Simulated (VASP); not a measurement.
# TlBr (Pm-3m) in VASP: further runs, part 2 of 2

VASP 6.6.1. Earlier steps stand in the parts before.

## (6) Relaxation of cell and atoms, PBE+D4

This run uses another cell than the first one, of 31.52 Å³/atom, 0.895 times its volume.

File INCAR:

```
ALGO = Normal
EDIFF = 1E-7
EDIFFG = -0.005
ENCUT = 500
GGA = PE
GGA_COMPAT = False
IBRION = 2
ISIF = 3
ISMEAR = -1
IVDW = 13
LASPH = True
LCHARG = False
LREAL = False
LWAVE = False
NELM = 120
NELMIN = 4
NSW = 80
PREC = Accurate
SIGMA = 0.02
```

File KPOINTS:

```
k-points
0
Gamma
  6 6 6
```

File POSCAR:

```
TlBr
1.0
    3.9800000000      0.0000000000      0.0000000000
    0.0000000000      3.9800000000      0.0000000000
    0.0000000000      0.0000000000      3.9800000000
Tl Br
1 1
Direct
    0.0000000000      0.0000000000      0.0000000000
    0.5000000000      0.5000000000      0.5000000000
```

Potentials or basis: VASP PAW PBE potentials, release 64 (Tl_d, Br).

Started as:

```
$ cat potpaw_PBE.64/Tl_d/POTCAR potpaw_PBE.64/Br/POTCAR > POTCAR
$ mpirun -np 1 vasp_std > vasp.out
```

OUTCAR:

```text
EDIFF = 1E-7
   EDIFFG = -0.005
   ENCUT = 500
   GGA = PE
   IBRION = 2
   ISIF = 3
   ISMEAR = -1
   IVDW = 13
   LASPH = True
   LREAL = False
   NELM = 120
   NELMIN = 4
   NSW = 80
   PREC = Accurate

 ion  position               nearest neighbor table
   1  0.000  0.000  0.000-   2 3.45   2 3.45   2 3.45   2 3.45   2 3.45   2 3.45   2 3.45   2 3.45

   2  0.500  0.500  0.500-   1 3.45   1 3.45   1 3.45   1 3.45   1 3.45   1 3.45   1 3.45   1 3.45

  LATTYP: Found a simple cubic cell.
 ALAT       =     3.9800000000

  Lattice vectors:

 A1 = (   3.9800000000,   0.0000000000,   0.0000000000)
 A2 = (   0.0000000000,   3.9800000000,   0.0000000000)
 A3 = (   0.0000000000,   0.0000000000,   3.9800000000)

Analysis of symmetry for initial positions (statically):
=====================================================================
 Subroutine PRICEL returns:
 Original cell was already a primitive cell.

 Routine SETGRP: Setting up the symmetry group for a
 simple cubic supercell.

 Subroutine GETGRP returns: Found 48 space group operations
 (whereof 48 operations were pure point group operations)
 out of a pool of 48 trial point group operations.

The static configuration has the point symmetry O_h .

Analysis of symmetry for dynamics (positions and initial velocities):
=====================================================================
 Subroutine PRICEL returns:
 Original cell was already a primitive cell.

 Routine SETGRP: Setting up the symmetry group for a
 simple cubic supercell.

 Subroutine GETGRP returns: Found 48 space group operations
 (whereof 48 operations were pure point group operations)
 out of a pool of 48 trial point group operations.

The dynamic configuration has the point symmetry O_h .

 Subroutine INISYM returns: Found 48 space group operations
 (whereof 48 operations are pure point group operations),
 and found     1 'primitive' translations

----------------------------------------------------------------------------------------

                                     Primitive cell
[... 102 lines left out ...]
   EFERMI_NEDOS =   21; number of points for ismear=-14 and -15
   IALGO  =     38    algorithm
   IMIX   =      4    mixing-type and parameters
     AMIX     =   0.40;   BMIX     =  1.00
     AMIX_MAG =   1.60;   BMIX_MAG =  1.00
  volume/ion in A,a.u.               =      31.52       212.72
  Fermi-wavevector in a.u.,A,eV,Ry     =   1.116525  2.109926 16.961403  1.246628
  Thomas-Fermi vector in A             =   2.253140
   LORBIT       =      0    0 simple, 1 ext, 2 COOP (PROOUT), +10 PAW based schemes
   GGA     = PE    functional components
   LHFCALC =     F    Hartree Fock is set to
   AEXX    =    0.0000 exact exchange contribution
   IVDW    =    13    specifies the selected vdW correction
   LEPSILON=     F    determine dielectric tensor
   LRPA    =     F    only Hartree local field effects (RPA)
 conjugate gradient relaxation of ions
 non-spin polarized calculation
  energy-cutoff  :      500.00
  volume of cell :       63.04
 maximum number of plane-waves:      1628
 NGX is ok and might be reduce to    30
   NGX = 15   NGY = 15   NGZ = 15

--------------------------------------- Ionic step        1  -------------------------------------------

 number of electron      20.0000005 magnetization

 Free energy of the ion-electron system (eV)
  ---------------------------------------------------
  ext. energy  EPLUGINS =         0.00000000
  ---------------------------------------------------
  free energy    TOTEN  =        -5.53216766 eV

  energy without entropy =       -5.53216766  energy(sigma->0) =       -5.53216766

------------------------ aborting loop because EDIFF is reached ----------------------------------------

  DFT-D4 for vdW energy calculation

  Edisp (eV):   -0.67908
[... 105 lines left out ...]
  FREE ENERGIE OF THE ION-ELECTRON SYSTEM (eV)
  ---------------------------------------------------
  free  energy   TOTEN  =        -6.0202784647 eV

  energy  without entropy=       -6.0202784647  energy(sigma->0) =       -6.02027846

[... ionic steps 4 to 8 ...]

--------------------------------------- Ionic step        9  -------------------------------------------

 number of electron      19.9999995 magnetization

------------------------ aborting loop because EDIFF is reached ----------------------------------------
[... 75 lines left out ...]
--------------------------------------- Ionic step       11  -------------------------------------------

 number of electron      19.9999995 magnetization

 Free energy of the ion-electron system (eV)
  ---------------------------------------------------
  ext. energy  EPLUGINS =         0.00000000
  ---------------------------------------------------
  free energy    TOTEN  =        -5.53187184 eV

  energy without entropy =       -5.53187184  energy(sigma->0) =       -5.53187184

 E-fermi :   1.7366     XC(G=0):  -8.4531

 val. band max:        1.2736652135   @ k =   0.5000   0.0000   0.0000
 cond. band min:       3.3975738122   @ k =   0.5000   0.0000   0.0000
 fundamental gap:      2.1239085987
 Fermi energy:         1.7365529627

 k-point     1 :       0.0000    0.0000    0.0000
  band No.  band energies     occupation
      1     -11.8610      2.00000
      2      -8.6601      2.00000
      3      -8.6601      2.00000
      4      -8.5327      2.00000
      5      -8.5327      2.00000
      6      -8.5327      2.00000
      7      -3.1356      2.00000
      8       0.4192      2.00000
      9       0.4192      2.00000
     10       0.4192      2.00000
     11       8.1250      0.00000
     12       8.1250      0.00000
     13       8.1250      0.00000
     14       8.5613      0.00000
[... 354 lines left out ...]
  FREE ENERGIE OF THE ION-ELECTRON SYSTEM (eV)
  ---------------------------------------------------
  free  energy   TOTEN  =        -6.3376793427 eV

  energy  without entropy=       -6.3376793427  energy(sigma->0) =       -6.33767934

 reached required accuracy - stopping structural energy minimisation
```

OSZICAR:

```text
N       E                     dE             d eps       ncg     rms          rms(c)
DAV:   1     0.988339788797E+02    0.98834E+02   -0.97854E+03   568   0.121E+03
DAV:   2    -0.215003351257E+01   -0.10098E+03   -0.97698E+02   710   0.244E+02
DAV:   3    -0.577886576402E+01   -0.36288E+01   -0.36248E+01   626   0.424E+01
[... 105 lines left out ...]
DAV:   1    -0.553190389479E+01    0.14371E-03   -0.62236E-04   560   0.206E-01    0.323E-02
DAV:   2    -0.553187679295E+01    0.27102E-04   -0.56426E-05   560   0.570E-02    0.102E-02
DAV:   3    -0.553187258835E+01    0.42046E-05   -0.15093E-05   560   0.303E-02    0.745E-03
DAV:   4    -0.553187186001E+01    0.72834E-06   -0.37451E-07   566   0.440E-03    0.751E-04
DAV:   5    -0.553187184218E+01    0.17837E-07   -0.85847E-08   280   0.217E-03
  11 F= -.63376793E+01 E0= -.63376793E+01  d E =-.391784E-04
```

It took 49 s on 1 thread of Intel Xeon 6975P-C (Granite Rapids), shared host; peak memory 0.18 GiB.

Results:

```yaml
Free_energy: -6.3377 eV
Relaxed_volume: 35.21 Å³/atom
Relaxed_cell: a = 4.130 Å, b = 4.130 Å, c = 4.130 Å, α = 90.00°, β = 90.00°, γ = 90.00°
Space_group_after_relaxing_to_0.05_Å: Pm-3m (No. 221)
Energy_gained_by_relaxing: 63.2 meV/atom
Ionic_steps: 11
Pressure_after_relaxing: 0.0 GPa
Band_gap_on_the_k_mesh: 2.12 eV, direct
Dispersion_energy_per_atom: -0.403 eV
```

The path:
| step | energy change (eV) | largest force (eV/Å) | pressure (GPa) | volume (Å³) |
| --- | --- | --- | --- | --- |
| 1 | 0.0000 | 0.0000 | 2.85 | 63.04 |
| 2 | -0.0699 | 0.0000 | 8.11 | 68.30 |
| 3 | 0.1910 | 0.0000 | -3.83 | 85.81 |
| 4 | 0.0322 | 0.0000 | -3.63 | 78.97 |
| 5 | -0.0862 | 0.0000 | -3.03 | 73.51 |
| 6 | -0.1249 | 0.0000 | -1.03 | 70.87 |
| 7 | -0.1235 | 0.0000 | 1.84 | 69.89 |
| 8 | -0.1264 | 0.0000 | -0.24 | 70.52 |
| 9 | -0.1264 | 0.0000 | 0.19 | 70.36 |
| 10 | -0.1264 | 0.0000 | 0.09 | 70.40 |
| 11 | -0.1264 | 0.0000 | 0.01 | 70.43 |

Final structure:
```xyz
2
Lattice="4.1296 0.0000 0.0000 0.0000 4.1296 0.0000 0.0000 0.0000 4.1296" Properties=species:S:1:pos:R:3 pbc="T T T"
Tl    0.0000    0.0000    0.0000
Br    2.0648    2.0648    2.0648
```

Caveat: spin-orbit coupling is left out, which moves the levels of the heavy elements; the volume moved by +12 % from the deposited cell, more than functionals usually miss. A k mesh can miss the band edges.

## (7) The runs side by side

```tsv
task	level	cell	cutoff (eV)	smearing	gap on the mesh (eV)	pressure (GPa)
single point	PBE+D4	a = 4.130 Å, 2 atoms	500	fermi-dirac 0.02 eV	2.12	0.0
single point	r2SCAN+rVV10	a = 3.946 Å, 2 atoms	550	fermi-dirac 0.02 eV	2.18	0.1
single point	r2SCAN	a = 3.946 Å, 2 atoms	550	gaussian 0.01 eV	2.24	1.0
relaxation of cell and atoms	PBE+D3(BJ)	relaxed from a = 3.980 Å, 2 atoms	500	fermi-dirac 0.02 eV	1.86	0.0
relaxation of cell and atoms	PBE+D4	relaxed from a = 3.980 Å, 2 atoms	500	fermi-dirac 0.02 eV	2.12	0.0
```

Alike in all rows: potentials or basis VASP PAW PBE potentials, release 64 (Tl_d, Br); no spin polarisation; k mesh 6 × 6 × 6.

Caveats: spin-orbit coupling is left out, which moves the levels of the heavy elements; the PAW data sets were made with another functional, which shifts forces and pressure a little (some runs); the relaxation stopped at its first step, so nothing moved (some runs); the volume moved by +12 % from the deposited cell, more than functionals usually miss (some runs).

Total energies depend on the potentials used, so only differences within one code and one set of settings carry meaning.
